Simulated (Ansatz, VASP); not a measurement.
# Two plane-wave programs on MoAsI

```xyz
6
Lattice="3.4428 0.0000 0.0000 -1.7214 2.9816 0.0000 0.0000 0.0000 43.9718" Properties=species:S:1:pos:R:3 pbc="T T T"
Mo    0.0000    0.0000    9.6941
Mo    0.0000    0.0000   15.3059
As    1.7214    0.9939   11.2187
As    1.7214    0.9939   13.7813
I     1.7214    0.9939    7.6742
I     1.7214    0.9939   17.3258
```

Alike in both runs: functional PBE; dispersion D3(BJ); k mesh 6 × 6 × 1; occupations gaussian, width 0.1 eV; collinear spin.

Ansatz relaxed the structure, and its values are those at the end. VASP's run is a single point on that final structure, the one shown.

```csv
,VASP,Ansatz
version,VASP 6.6.1,Ansatz 0.2.0
potentials or method,"VASP PAW PBE potentials, release 64 (Mo_sv, As, I), cutoff 520 eV","scalar-relativistic, plane waves, PAW"
valence electrons in the cell,52,92
```

Ansatz gave:

```
gap on the k mesh at the Fermi level (eV) : none
rms of the force components (eV/Å)        : 0.004
net moment per atom (μB)                  : 0.00
```

Estimate VASP's values.

gap on the k mesh at the Fermi level (eV): none; rms of the force components (eV/Å): 0.013; net moment per atom (μB): 0.00.

A gap of «none» marks a metal or a gap that the smearing closes. VASP's potentials hold 52 valence electrons a cell and Ansatz's 92, so a difference there can come from the potentials and not from the codes. Ansatz's warnings: seeded moment not kept, slab cell height set, structure snapped to symmetry.

Neither program's run includes spin-orbit coupling.
